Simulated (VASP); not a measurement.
Wanted: the native input for a VASP 6.6.1 run.

```yaml
Task: density of states
Functional: PBE
Potentials_or_basis: VASP PAW PBE potentials, release 64 (O, Mg)
Cutoff: 520 eV
k_mesh: 9 × 9 × 9
Occupations: fermi-dirac, width 0.05 eV
Spin: no spin polarisation
Dipole_correction: no
k_mesh_for_the_DOS: 14 × 14 × 14
Occupations_for_the_DOS: tetrahedron
Further_INCAR_settings: ALGO = Normal; EDIFF = 1e-06
```

The system is Mg3O (L12 type).

```xyz
4
Lattice="4.1219 0.0000 0.0000 0.0000 4.1219 0.0000 0.0000 0.0000 4.1219" Properties=species:S:1:pos:R:3 pbc="T T T"
O     0.0000    0.0000    0.0000
Mg    0.0000    2.0610    2.0610
Mg    2.0610    0.0000    2.0610
Mg    2.0610    2.0610    0.0000
```

The input as run:

POSCAR

```
Mg3O
1.0
    4.1219023305      0.0000000000      0.0000000000
    0.0000000000      4.1219023305      0.0000000000
    0.0000000000      0.0000000000      4.1219023305
O Mg
1 3
Direct
    0.0000000000      0.0000000000      0.0000000000
    0.0000000000      0.5000000000      0.5000000000
    0.5000000000      0.0000000000      0.5000000000
    0.5000000000      0.5000000000      0.0000000000
```

INCAR.step1

```
SYSTEM = Mg3O
  ALGO = Normal
  EDIFF = 1E-6
  ENCUT = 520
  GGA = PE
  ISIF = 2
  ISMEAR = -1
  LASPH = .TRUE.
  LCHARG = .TRUE.
  LREAL = .FALSE.
  LWAVE = .FALSE.
  NBANDS = 14
  NELM = 60
  PREC = Accurate
  SIGMA = 0.05
```

KPOINTS.step1

```
k-points
0
G
  9 9 9
  0 0 0
```

INCAR.step2

```
SYSTEM = Mg3O
  ALGO = Normal
  EDIFF = 1E-6
  ENCUT = 520
  GGA = PE
  ICHARG = 11
  ISIF = 2
  ISMEAR = -5
  LASPH = .TRUE.
  LCHARG = .FALSE.
  LORBIT = 10
  LREAL = .FALSE.
  LWAVE = .FALSE.
  NEDOS = 1001
  NELM = 60
  PREC = Accurate
  SIGMA = 0.05
```

KPOINTS.step2

```
k-points
0
G
  14 14 14
  0 0 0
```

Potentials or basis: VASP PAW PBE potentials, release 64 (O, Mg).

Run with:

```sh
$ cat potpaw_PBE.64/O/POTCAR potpaw_PBE.64/Mg/POTCAR > POTCAR
$ cp INCAR.step1 INCAR
$ cp KPOINTS.step1 KPOINTS
$ mpirun -np 1 vasp_std > vasp.out
$ cp INCAR.step2 INCAR
$ cp KPOINTS.step2 KPOINTS
$ mpirun -np 1 vasp_std > vasp.out
```

Results of the run:

```json
{"Valence electrons inside the program's atomic spheres": "O 4.77; Mg 0.36"}
```

Run time: 100 s on 1 thread of Intel Xeon 8259CL (shared host), peak memory 0.23 GiB.
